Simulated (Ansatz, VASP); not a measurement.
# Cu in VASP and in Ansatz

```xyz
2
Lattice="1.1024 -4.2526 0.0000 1.1024 4.2526 0.0000 0.0000 0.0000 2.5142" Properties=species:S:1:pos:R:3 pbc="T T T"
Cu    1.1024    3.1126    0.6286
Cu    1.1024   -3.1126    1.8857
```

Change from the starting cell: normal strain along x -0.1100, normal strain along y +0.0550.

Alike in both runs: task single point; functional PBE; k mesh 18 × 18 × 18; occupations gaussian, width 0.15 eV; no spin polarisation.

|  | VASP | Ansatz |
| --- | --- | --- |
| version | VASP 6.6.1 | Ansatz 0.2.0 |
| potentials or method | VASP PAW PBE potentials, release 64 (Cu), cutoff 520 eV | scalar-relativistic, plane waves, PAW |
| valence electrons in the cell | 22 | 38 |

|  | VASP | Ansatz | Ansatz less VASP |
| --- | --- | --- | --- |
| gap on the k mesh at the Fermi level (eV) | none | none | - |
| pressure (GPa) | 14.8 | 14.3 | -0.52 |
| traceless stress, the component that is largest in VASP (GPa) | 34.24 | 34.45 | +0.207 |
| rms of the force components (eV/Å) | 0.179 | 0.174 | -0.0049 |

Atom by atom the forces differ by 0.005 eV/Å (rms over components). A gap of «none» marks a metal or a gap that the smearing closes. VASP's potentials hold 22 valence electrons a cell and Ansatz's 38, so a difference there can come from the potentials and not from the codes.
